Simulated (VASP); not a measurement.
Wanted: the native input for a VASP 6.6.1 run.

| Item | Value |
| --- | --- |
| Task | single point |
| Functional | HSE06 |
| Potentials or basis | VASP PAW PBE potentials, release 64 (Sr_sv, Ti_sv, O) |
| Cutoff | 520 eV |
| k mesh | 4 × 4 × 4 |
| Occupations | gaussian, width 0.01 eV |
| Spin | no spin polarisation |
| Dipole correction | no |
| Grid for exact exchange (PRECFOCK) | Fast |
| Further INCAR settings | ALGO = Normal; EDIFF = 1e-06; NBANDS = 28 |
| Share of exact exchange | 0.25 |
| Screening parameter | 0.2079 1/Å |

Crystal: SrTiO3.

```
CELL_PARAMETERS angstrom
3.86778 0.00000 0.00000
0.00000 3.86778 0.00000
0.00000 0.00000 3.93170
ATOMIC_POSITIONS crystal
Sr 0.00000 0.00000 0.00000
Ti 0.50000 0.50000 0.50000
O 0.50000 0.50000 0.00000
O 0.50000 0.00000 0.50000
O 0.00000 0.50000 0.50000
```

This cell differs from its parent crystal: epitaxial xy strain -1.0%.

These files were run (other wordings do the same):

POSCAR

```
SrTiO3
1.0
    3.8677829865      0.0000000000      0.0000000000
    0.0000000000      3.8677829865      0.0000000000
    0.0000000000      0.0000000000      3.9317034817
Sr Ti O
1 1 3
Direct
    0.0000000000      0.0000000000      0.0000000000
    0.5000000000      0.5000000000      0.5000000000
    0.5000000000      0.5000000000      0.0000000000
    0.5000000000      0.0000000000      0.5000000000
    0.0000000000      0.5000000000      0.5000000000
```

INCAR.step1

```
  ALGO = Normal
  EDIFF = 1E-5
  ENCUT = 520
  GGA = PE
  ISIF = 2
  ISMEAR = 0
  KPAR = 4
  LASPH = True
  LREAL = False
  LWAVE = True
  NBANDS = 28
  NELM = 80
  PREC = Accurate
  SIGMA = 0.01
```

INCAR.step2

```
  ALGO = Normal
  EDIFF = 1E-6
  ENCUT = 520
  GGA = PE
  HFSCREEN = 0.2079
  ISIF = 2
  ISMEAR = 0
  ISTART = 1
  KPAR = 4
  LASPH = True
  LCHARG = True
  LHFCALC = True
  LREAL = False
  LVHAR = True
  LWAVE = False
  NBANDS = 28
  NELM = 80
  PREC = Accurate
  PRECFOCK = Fast
  SIGMA = 0.01
```

KPOINTS

```
k-points
0
Gamma
  4 4 4
```

Potentials or basis: VASP PAW PBE potentials, release 64 (Sr_sv, Ti_sv, O).

Launch:

```bash
$ cat potpaw_PBE.64/Sr_sv/POTCAR potpaw_PBE.64/Ti_sv/POTCAR potpaw_PBE.64/O/POTCAR > POTCAR
$ cp INCAR.step1 INCAR
$ mpirun -np 4 vasp_std > vasp.out
$ cp INCAR.step2 INCAR
$ mpirun -np 4 vasp_std > vasp.out
```

Results of the run:

```
Pressure               : 1.6 GPa
Band gap on the k mesh : 3.29 eV (least direct gap 3.69 eV)
```

Caveat: the cell differs from its parent crystal (epitaxial xy strain -1.0%); the PAW data sets were made with another functional, which shifts forces and pressure a little.

Run time: 14 min on 4 MPI ranks on AMD EPYC 7R43 64-Core Processor (Zen 3), with other jobs on the host, peak memory 0.26 GiB a rank.
